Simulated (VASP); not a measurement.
A run of VASP 6.6.1 is set up as follows.

INCAR

```
PREC = Accurate
ENCUT = 520
EDIFF = 1E-7
ISMEAR = 0
SIGMA = 0.1
LREAL = F
LASPH = T
NELM = 80
ALGO = Normal
ISIF = 2
LWAVE = F
LCHARG = T
GGA = PE
LELF = T
LVHAR = T
NBANDS = 30
```

KPOINTS

```
Automatic mesh
0
Gamma
  10 10 10
```

Contents of POSCAR:

```
Cd3I
1.0
    4.9358771487      0.0000000000      0.0000000000
    0.0000000000      4.9358771487      0.0000000000
    0.0000000000      0.0000000000      4.9358771487
Cd I
3 1
Direct
    0.0000000000      0.5000000000      0.5000000000
    0.5000000000      0.0000000000      0.5000000000
    0.5000000000      0.5000000000      0.0000000000
    0.0000000000      0.0000000000      0.0000000000
```

Potentials or basis: VASP PAW PBE potentials, release 64 (Cd, I).

Launch:

```bash
$ cat potpaw_PBE.64/Cd/POTCAR potpaw_PBE.64/I/POTCAR > POTCAR
$ mpirun -np 1 vasp_std > vasp.out
```

**Question.** Estimate the band gap on the k mesh.

**Answer.** Zero (an odd number of electrons rules out a gap without spin polarisation).

**Question.** What does it give for the pressure?

**Answer.** 0.1 GPa.

Caveat: spin-orbit coupling is left out, which moves the levels of the heavy elements; an odd number of electrons without spin polarisation forces a metal; a magnetic or distorted state may lie lower.
